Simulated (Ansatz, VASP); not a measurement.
## C in VASP and in Ansatz

The input INCAR:

```
SYSTEM = C
ALGO     = Normal         ! electronic algorithm
EDIFF    = 1E-6           ! SCF threshold, eV
EDIFFG   = -0.04          ! ionic threshold
ENCUT    = 600            ! plane-wave cutoff, eV
GGA      = PE             ! functional
IBRION   = 2              ! ionic algorithm
ISIF     = 3              ! what is computed and relaxed
ISMEAR   = 0              ! smearing method
LASPH    = .TRUE.         ! aspherical terms in the spheres
LCHARG   = .FALSE.        ! write CHGCAR
LREAL    = .FALSE.        ! projectors in reciprocal space
LWAVE    = .FALSE.        ! write WAVECAR
NELM     = 60             ! most SCF steps
NSW      = 90             ! ionic steps
PREC     = Accurate       ! precision mode
SIGMA    = 0.1            ! smearing width, eV
```

KPOINTS

```
k-points
0
G
  6 6 6
  0 0 0
```

Contents of POSCAR:

```
C
1.0
    3.6913580700      0.0000000000      0.0000000000
   -1.8456790300      3.1968098600      0.0000000000
    0.0000000000      0.0000000000      2.5298995300
C
6
Direct
    0.9338739600      0.1671370100      0.4845499300
    0.8328629900      0.7667369600      0.1512165900
    0.2332630400      0.0661260400      0.8178832600
    0.6045542400      0.5015869500      0.6536790200
    0.4984130500      0.1029672900      0.3203456800
    0.8970327100      0.3954457600      0.9870123500
```

Input for Ansatz:

```yaml
crystal:
  lattice:
    - [3.69135807, 0.0, 0.0]
    - [-1.84567903, 3.19680986, 0.0]
    - [0.0, 0.0, 2.52989953]
  atoms:
    - { symbol: C, position: [0.93387396, 0.16713701, 0.48454993] }
    - { symbol: C, position: [0.83286299, 0.76673696, 0.15121659] }
    - { symbol: C, position: [0.23326304, 0.06612604, 0.81788326] }
    - { symbol: C, position: [0.60455424, 0.50158695, 0.65367902] }
    - { symbol: C, position: [0.49841305, 0.10296729, 0.32034568] }
    - { symbol: C, position: [0.89703271, 0.39544576, 0.98701235] }
basis:
  ecutwfc: 420
kpoints:
  mp_grid: { grid: [6, 6, 6] }
hamiltonian:
  xc: pbe
scf:
  occupations: { method: gaussian, width: 0.1 }
  lower_state_search: "off"
output:
  forces: true
  stress: true
  eigenvalues: true
relax:
  adjacent_minimum: "off"
  f_tol: 0.04
  max_steps: 70
  cell: { stress_tol: 0.4 }
```

Alike in both runs: task relaxation of cell and atoms; functional PBE; k mesh 6 × 6 × 6; occupations gaussian, width 0.1 eV; no spin polarisation.

|  | VASP | Ansatz |
| --- | --- | --- |
| version | VASP 6.6.1 | Ansatz 0.2.0 |
| potentials or method | VASP PAW PBE potentials, release 64 (C), cutoff 600 eV | scalar-relativistic, plane waves, PAW |
| valence electrons in the cell | 24 | 24 |

```tsv
	VASP	Ansatz	Ansatz less VASP
relaxed volume (Å³/atom)	9.86	5.82	-4.034
relaxed length of the cell vector where the two differ most in proportion (Å)	5.161	4.049	-1.1124
```

The k mesh is coarse, so the values compare programs but aren't converged. Noted on VASP's run: the volume moved by over 15 % at a fixed basis, so the end points are rough.
